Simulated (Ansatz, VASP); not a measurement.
## TlBTe2: VASP beside Ansatz

```
Tl B Te
1.0
     3.96937    0.00000    0.00000
    -1.98468    3.43757    0.00000
     0.00000    0.00000    9.12505
Tl B Te
1 1 2
Direct
  0.33333 0.66667 0.50000
  0.00000 0.00000 0.50000
  0.33333 0.66667 0.85596
  0.33333 0.66667 0.14404
```

Alike in both runs: functional PBE; k mesh 6 × 6 × 2; occupations gaussian, width 0.1 eV; no spin polarisation.

Ansatz relaxed the structure, and its values are those at the end. VASP's run is a single point on that final structure, the one shown.

```csv
,VASP,Ansatz
version,VASP 6.6.1,Ansatz 0.2.0
potentials or method,"VASP PAW PBE potentials, release 64 (Tl_d, B, Te), cutoff 500 eV","scalar-relativistic, plane waves, PAW"
valence electrons in the cell,28,48
```

```tsv
	VASP	Ansatz	Ansatz less VASP
gap on the k mesh at the Fermi level (eV)	none	none	-
pressure (GPa)	-0.1	0.0	+0.04
rms of the force components (eV/Å)	0.004	0.002	-0.0012
```

A gap of «none» marks a metal or a gap that the smearing closes. VASP's potentials hold 28 valence electrons a cell and Ansatz's 48, so a difference there can come from the potentials and not from the codes.

Spin-orbit coupling is off throughout.
